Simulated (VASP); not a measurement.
# TiW3 (Cmmm) in VASP: notebook, part 2 of 2

VASP 6.6.1. The steps go on from the part before.

### Step 3. Single point, PBE

INCAR

```
PREC = Accurate
ENCUT = 520
EDIFF = 1E-6
ISMEAR = 0
SIGMA = 0.1
LREAL = F
LASPH = T
NELM = 60
ALGO = Normal
ISIF = 2
LWAVE = F
LCHARG = F
GGA = PE
NBANDS = 35
```

KPOINTS

```
Automatic mesh
0
Gamma
  6 6 2
```

POSCAR

```
TiW3
1.0
    1.5957858121     -2.2611599394      0.0000000000
    1.5957858121      2.2611599394      0.0000000000
    0.0000000000      0.0000000000      8.9696641857
Ti W
1 3
Direct
    0.5000000000      0.5000000000      0.5000000000
    0.5000000000      0.5000000000      0.0000000000
    0.0000000000      0.0000000000      0.2487705628
    0.0000000000      0.0000000000      0.7512294372
```

Potentials or basis: VASP PAW PBE potentials, release 64 (Ti_sv, W_sv).

On the command line:

```
cat potpaw_PBE.64/Ti_sv/POTCAR potpaw_PBE.64/W_sv/POTCAR > POTCAR
mpirun -np 1 vasp_std > vasp.out
```

OUTCAR:

```text
PREC = Accurate
   ENCUT = 520
   EDIFF = 1E-6
   ISMEAR = 0
   LREAL = F
   LASPH = T
   NELM = 60
   ISIF = 2
   GGA = PE

 ion  position               nearest neighbor table
   1  0.500  0.500  0.500-   3 2.76   4 2.76   3 2.76   4 2.76   3 3.19   4 3.19   3 3.19   4 3.19

   2  0.500  0.500  0.000-   3 2.74   4 2.74   3 2.74   4 2.74   3 3.18   4 3.18   3 3.18   4 3.18

   3  0.000  0.000  0.249-   2 2.74   2 2.74   1 2.76   1 2.76   2 3.18   2 3.18   1 3.19   1 3.19

   4  0.000  0.000  0.751-   2 2.74   2 2.74   1 2.76   1 2.76   2 3.18   2 3.18   1 3.19   1 3.19

  LATTYP: Found a base centered orthorhombic cell.
 ALAT       =     3.1915716242
 B/A-ratio  =     1.4169570391
 C/A-ratio  =     2.8104223379

  Lattice vectors:

 A1 = (   1.5957858121,  -2.2611599394,   0.0000000000)
 A2 = (   1.5957858121,   2.2611599394,   0.0000000000)
 A3 = (   0.0000000000,   0.0000000000,   8.9696641857)

Analysis of symmetry for initial positions (statically):
=====================================================================
 Subroutine PRICEL returns:
 Original cell was already a primitive cell.

 Routine SETGRP: Setting up the symmetry group for a
 base centered orthorhombic supercell.

 Subroutine GETGRP returns: Found  8 space group operations
 (whereof  8 operations were pure point group operations)
 out of a pool of  8 trial point group operations.

The static configuration has the point symmetry D_2h.

Analysis of symmetry for dynamics (positions and initial velocities):
=====================================================================
 Subroutine PRICEL returns:
 Original cell was already a primitive cell.

 Routine SETGRP: Setting up the symmetry group for a
 base centered orthorhombic supercell.

 Subroutine GETGRP returns: Found  8 space group operations
 (whereof  8 operations were pure point group operations)
 out of a pool of  8 trial point group operations.

The dynamic configuration has the point symmetry D_2h.

 Subroutine INISYM returns: Found  8 space group operations
 (whereof  8 operations are pure point group operations),
 and found     1 'primitive' translations

----------------------------------------------------------------------------------------

                                     Primitive cell

  volume of cell :      64.7310

  direct lattice vectors                    reciprocal lattice vectors
     1.595785812 -2.261159939  0.000000000     0.313325257 -0.221125446  0.000000000
     1.595785812  2.261159939  0.000000000     0.313325257  0.221125446  0.000000000
     0.000000000  0.000000000  8.969664186     0.000000000  0.000000000  0.111486894

  length of vectors
     2.767557882  2.767557882  8.969664186     0.383495997  0.383495997  0.111486894

  position of ions in fractional coordinates (direct lattice)
     0.500000000  0.500000000  0.500000000
     0.500000000  0.500000000  0.000000000
     0.000000000  0.000000000  0.248770563
     0.000000000  0.000000000  0.751229437

  ion indices of the primitive-cell ions
   primitive index   ion index
                 1           1
                 2           2
                 3           3
                 4           4

----------------------------------------------------------------------------------------
[... 27 lines left out ...]
  0.000000  0.000000  0.000000      1.000000
  0.166667 -0.000000  0.000000      4.000000
  0.333333  0.000000  0.000000      4.000000
  0.500000  0.000000  0.000000      2.000000
  0.166667  0.166667  0.000000      2.000000
  0.333333  0.166667  0.000000      4.000000
[... 16 lines left out ...]
  0.333333  0.333333  0.500000      2.000000
  0.500000  0.333333  0.500000      4.000000
 [... further k-points ...]
   k-points           NKPTS =     26   k-points in BZ     NKDIM =     26   number of bands    NBANDS=     35
   number of dos      NEDOS =    301   number of ions     NIONS =      4
   total plane-waves  NPLWV =  40320
   dimension x,y,z NGX =    24 NGY =   24 NGZ =   70
   dimension x,y,z NGXF=    48 NGYF=   48 NGZF=  140
   ions per type =               1   3
   NGX,Y,Z   is equivalent  to a cutoff of  14.42, 14.42, 12.97 a.u.
   NGXF,Y,Z  is equivalent  to a cutoff of  28.83, 28.83, 25.95 a.u.
 SYSTEM =  unknown system
   PREC   = accura    normal or accurate (medium, high low for compatibility)
   ISTART =      0    job   : 0-new  1-cont  2-samecut
   ICHARG =      2    charge: 1-file 2-atom 10-const
   ISPIN  =      1    spin polarized calculation?
   LNONCOLLINEAR =      F non collinear calculations
   LSORBIT =      F    spin-orbit coupling
   LASPH  =      T    aspherical Exc in radial PAW
   ENCUT  =  520.0 eV  38.22 Ry    6.18 a.u.   5.15  5.15 16.68*2*pi/ulx,y,z
   NELM   =     60;   NELMIN=  2; NELMDL= -5     # of ELM steps
   EDIFF  = 0.1E-05   stopping-criterion for ELM
   LREAL  =      F    real-space projection
   EDIFFG = 0.1E-04   stopping-criterion for IOM
   NSW    =      0    number of steps for IOM
   IBRION =     -1    ionic relax: 0-MD 1-quasi-New 2-CG
   NFREE  =      0    steps in history (QN), initial steepest desc. (CG)
   ISIF   =      2    stress and relaxation
   ISYM   =      2    0-nonsym 1-usesym 2-fastsym
   POTIM  = 0.5000    time-step for ionic-motion
   TEBEG  =    0.0;   TEEND  =   0.0 temperature during run
   PSTRESS=    0.0 pullay stress
   NELECT =      54.0000    total number of electrons
   NUPDOWN=      -1.0000    fix difference up-down
   EMIN   =  10.00;   EMAX   =-10.00  energy-range for DOS
   EFERMI =   0.00;   METHOD = LEGACY
   ISMEAR =     0;   SIGMA  =   0.10  broadening in eV -4-tet -1-fermi 0-gaus
   EFERMI_NEDOS =   21; number of points for ismear=-14 and -15
   IALGO  =     38    algorithm
   IMIX   =      4    mixing-type and parameters
     AMIX     =   0.40;   BMIX     =  1.00
     AMIX_MAG =   1.60;   BMIX_MAG =  1.00
  volume/ion in A,a.u.               =      16.18       109.21
  Fermi-wavevector in a.u.,A,eV,Ry     =   1.541116  2.912287 32.314371  2.375039
  Thomas-Fermi vector in A             =   2.647108
   LORBIT       =      0    0 simple, 1 ext, 2 COOP (PROOUT), +10 PAW based schemes
   GGA     = PE    functional components
   LHFCALC =     F    Hartree Fock is set to
   AEXX    =    0.0000 exact exchange contribution
   IVDW    =     0    specifies the selected vdW correction
   LEPSILON=     F    determine dielectric tensor
   LRPA    =     F    only Hartree local field effects (RPA)
 non-spin polarized calculation
 Gauss-broadening in eV      SIGMA  =   0.10
  energy-cutoff  :      520.00
  volume of cell :       64.73
 maximum number of plane-waves:      1774
 NGX is ok and might be reduce to    24
   NGX = 11   NGY = 11   NGZ = 33

 number of electron      54.0000003 magnetization

 Free energy of the ion-electron system (eV)
  ---------------------------------------------------
  ext. energy  EPLUGINS =         0.00000000
  ---------------------------------------------------
  free energy    TOTEN  =       -46.88308464 eV

  energy without entropy =      -46.86704949  energy(sigma->0) =      -46.87506707

 E-fermi :  10.1161     XC(G=0): -13.1122

 val. band max:       10.1127947227   @ k =   0.3333   0.3333   0.5000
 cond. band min:      10.1311669471   @ k =   0.5000   0.5000   0.0000
 fundamental gap:      0.0183722244
 Fermi energy:        10.1161264702

 k-point     1 :       0.0000    0.0000    0.0000
  band No.  band energies     occupation
      1     -63.6609      2.00000
      2     -63.4213      2.00000
      3     -63.4121      2.00000
      4     -46.1938      2.00000
      5     -28.2534      2.00000
      6     -27.6817      2.00000
[... 901 lines left out ...]
     34      13.9118      0.00000
     35      15.0312      0.00000

 [... further k-points ...]

------------------------ aborting loop because EDIFF is reached ----------------------------------------

  FORCE on cell =-STRESS in cart. coord.  units (eV):
  Direction    XX          YY          ZZ          XY          YZ          ZX
  --------------------------------------------------------------------------------------
  -------------------------------------------------------------------------------------
  Total        0.1046197      0.1077157      0.1145805      0.0000000      0.0000000      0.0000000
  in kB        2.5894762      2.6661056      2.8360202      0.0000000      0.0000000      0.0000000
  external PRESSURE =       2.6972006 kB  Pullay stress =       0.0000000 kB

 VOLUME and BASIS-vectors are now :
 -----------------------------------------------------------------------------
  energy-cutoff  :      520.00
  volume of cell :       64.73
      direct lattice vectors                 reciprocal lattice vectors
     1.595785812 -2.261159939  0.000000000     0.313325257 -0.221125446  0.000000000
     1.595785812  2.261159939  0.000000000     0.313325257  0.221125446  0.000000000
     0.000000000  0.000000000  8.969664186     0.000000000  0.000000000  0.111486894

 POSITION                                       TOTAL-FORCE (eV/Angst)
 -----------------------------------------------------------------------------------
      1.59579      0.00000      4.48483         0.000000     -0.000000      0.000000
      1.59579      0.00000      0.00000         0.000000      0.000000      0.000000
      0.00000      0.00000      2.23139         0.000000     -0.000000      0.016361
      0.00000      0.00000      6.73828        -0.000000     -0.000000     -0.016361
 -----------------------------------------------------------------------------------
    total drift:                                0.000000     -0.000000     -0.000000

  FREE ENERGIE OF THE ION-ELECTRON SYSTEM (eV)
  ---------------------------------------------------
  free  energy   TOTEN  =       -46.8830846408 eV

  energy  without entropy=      -46.8670494938  energy(sigma->0) =      -46.87506707
```

OSZICAR:

```text
N       E                     dE             d eps       ncg     rms          rms(c)
DAV:   1     0.711633363818E+03    0.71163E+03   -0.30944E+04  1820   0.187E+03
DAV:   2     0.474812267827E+00   -0.71116E+03   -0.69634E+03  1897   0.583E+02
DAV:   3    -0.471713633184E+02   -0.47646E+02   -0.45921E+02  2687   0.139E+02
DAV:   4    -0.498355370147E+02   -0.26642E+01   -0.26390E+01  2417   0.252E+01
DAV:   5    -0.499210996659E+02   -0.85563E-01   -0.85517E-01  2522   0.395E+00    0.353E+01
DAV:   6    -0.474372431021E+02    0.24839E+01   -0.71545E+00  2598   0.215E+01    0.139E+01
DAV:   7    -0.477764388632E+02   -0.33920E+00   -0.87429E+00  2397   0.162E+01    0.574E+00
DAV:   8    -0.469305011910E+02    0.84594E+00   -0.47009E+00  2705   0.101E+01    0.225E+00
DAV:   9    -0.468878716249E+02    0.42630E-01   -0.47605E-01  2527   0.511E+00    0.112E+00
DAV:  10    -0.468831010749E+02    0.47705E-02   -0.48385E-02  2329   0.183E+00    0.449E-01
DAV:  11    -0.468828864196E+02    0.21466E-03   -0.79515E-03  2266   0.592E-01    0.163E-01
DAV:  12    -0.468830869373E+02   -0.20052E-03   -0.89187E-04  2535   0.206E-01    0.520E-02
DAV:  13    -0.468830929748E+02   -0.60375E-05   -0.81884E-05  2388   0.731E-02    0.160E-02
DAV:  14    -0.468830846091E+02    0.83657E-05   -0.20999E-05  2607   0.286E-02    0.461E-03
DAV:  15    -0.468830846408E+02   -0.31653E-07   -0.16824E-06  1594   0.109E-02
   1 F= -.46883085E+02 E0= -.46875067E+02  d E =-.160351E-01
```

stdout:

```text
POSCAR found type information on POSCAR TiW
 POSCAR found :  2 types and       4 ions
 scaLAPACK will be used
 LDA part: xc-table for (Slater+PW92), standard interpolation
 POSCAR, INCAR and KPOINTS ok, starting setup
 FFT: planning ... GRIDC
 FFT: planning ... GRID_SOFT
 FFT: planning ... GRID
 WAVECAR not read
 entering main loop
```

It took 65 s on 1 thread of Intel Xeon Platinum 8488C (Sapphire Rapids), shared host; peak memory 0.22 GiB.

What came out:

| Item | Value |
| --- | --- |
| Free energy | -46.8831 eV |
| Pressure | 0.3 GPa |
| Largest force | 0.016 eV/Å |
| Band gap on the k mesh | zero (band 27 reaches 11.68 eV, above the bottom of band 28 at 9.56 eV) |

Forces on the atoms (eV/Å):
```
Ti   0.000  0.000  0.000
W    0.000  0.000  0.000
W    0.000  0.000  0.016
W    0.000  0.000 -0.016
```

Levels at points of the mesh, in eV from the Fermi level:
```tsv
k point	band 23	band 24	band 25	band 26	band 27	band 28	band 29	band 30	band 31	band 32
(0.00, 0.00, 0.00)	-1.18	-1.08	-0.85	-0.38	0.33	0.57	1.33	2.15	2.17	2.19
(0.50, 0.00, 0.00)	-1.91	-1.55	-1.21	-0.37	1.24	1.26	2.33	2.43	2.74	2.82
(0.50, 0.50, 0.00)	-2.18	-1.85	0.02	0.74	0.86	1.20	1.26	2.88	3.57	4.41
(0.00, 0.00, 0.50)	-1.03	-0.76	-0.21	-0.15	-0.10	0.51	0.57	0.86	2.18	2.47
(0.50, 0.00, 0.50)	-1.85	-0.84	-0.13	-0.06	0.13	0.19	2.38	2.51	2.71	2.78
(0.50, 0.50, 0.50)	-2.31	-1.07	-0.57	-0.20	1.56	1.96	3.00	3.15	3.17	3.26
```

Caveat: the k points lie up to 0.40 Å⁻¹ apart; spin-orbit coupling is left out, which moves the levels of the heavy elements.
